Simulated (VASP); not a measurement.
The system is MnF2.

```
CELL_PARAMETERS angstrom
4.85090 0.00000 0.00000
0.00000 4.85090 0.00000
0.00000 0.00000 3.30430
ATOMIC_POSITIONS crystal
F 0.30460 0.30460 0.00000
F 0.19540 0.80460 0.50000
F 0.69540 0.69540 0.00000
F 0.80460 0.19540 0.50000
Mn 0.00000 0.00000 0.00000
Mn 0.50000 0.50000 0.50000
```

Base run:

- Program: VASP 6.6.1
- Functional: PBE
- Potentials or basis: VASP PAW PBE potentials, release 64 (F, Mn_sv)
- Cutoff: 700 eV
- k mesh: 5 × 5 × 6
- Occupations: gaussian, width 0.02 eV
- Spin: collinear spin, ferromagnetic start
- Starting moments: [0.0, 0.0, 0.0, 0.0, 3.0, 3.0] μB
- Fixed moment: 6 μB
- Hubbard terms: Mn d U = 3.9 eV

Its results: pressure 1.9 GPa; site moments F +0.03; Mn +2.76 μB; largest force 0.381 eV/Å.

Task: The run is repeated on the same cell with these changes: fixed moment from 6 μB to 2 μB; moments at the start from [0.0, 0.0, 0.0, 0.0, 3.0, 3.0] to [0.0, 0.0, 0.0, 0.0, 1.0, 1.0]. What comes out?

Result: Pressure -10.7 GPa; site moments F +0.00; Mn +0.93 μB; largest force 0.121 eV/Å.

Caveats: the total moment is fixed, so each spin has its own Fermi level and the state may be an excited one; the run started ferromagnetic, and an antiferromagnetic order may lie lower in energy; the cell stands under tension (at least some runs).
